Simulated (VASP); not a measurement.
Wanted: the native input for a VASP 6.6.1 run.

| Quantity | Value |
| --- | --- |
| Task | single point |
| Functional | PBE |
| Potentials or basis | VASP PAW PBE potentials, release 64 (Ti_sv, Si) |
| Cutoff | 520 eV |
| k mesh | 16 × 16 × 16 |
| Occupations | gaussian, width 0.1 eV |
| Spin | no spin polarisation |
| Dipole correction | no |
| Further INCAR settings | ALGO = Normal; EDIFF = 1e-07; NBANDS = 17 |

The structure of TiSi2 lies in POSCAR:

```
TiSi2
1.0
   -1.4728720000      1.7121300000      4.2120830000
    1.4728720000     -1.7121300000      4.2120830000
    1.4728720000      1.7121300000     -4.2120830000
Ti Si
1 2
Direct
    0.0000000000      0.0000000000      0.0000000000
    0.3737270849      0.3299220000      0.0438050849
    0.6700780000      0.6700780000      0.0000000000
```

This cell differs from its parent crystal: one atom moved.

One way to write it, as run:

INCAR

```
SYSTEM = TiSi2
ALGO = Normal
EDIFF = 1E-7
ENCUT = 520
GGA = PE
ISIF = 2
ISMEAR = 0
LASPH = .TRUE.
LCHARG = .TRUE.
LELF = .TRUE.
LREAL = .FALSE.
LVHAR = .TRUE.
LWAVE = .FALSE.
NBANDS = 17
NELM = 60
PREC = Accurate
SIGMA = 0.1
```

KPOINTS

```
k-points
0
G
  16 16 16
  0 0 0
```

Potentials or basis: VASP PAW PBE potentials, release 64 (Ti_sv, Si).

Command:

```sh
$ cat potpaw_PBE.64/Ti_sv/POTCAR potpaw_PBE.64/Si/POTCAR > POTCAR
$ mpirun -np 1 vasp_std > vasp.out
```

It gave:

```
Pressure               : 1.2 GPa
Largest force          : 0.979 eV/Å
Band gap on the k mesh : zero (band 10 reaches 11.42 eV, above the bottom of band 11 at 8.92 eV)
```

Caveat: the cell differs from its parent crystal (one atom moved).

Run time: 8 min on 1 thread of Intel(R) Xeon(R) Platinum 8559C (Emerald Rapids), on a shared host, peak memory 0.83 GiB.
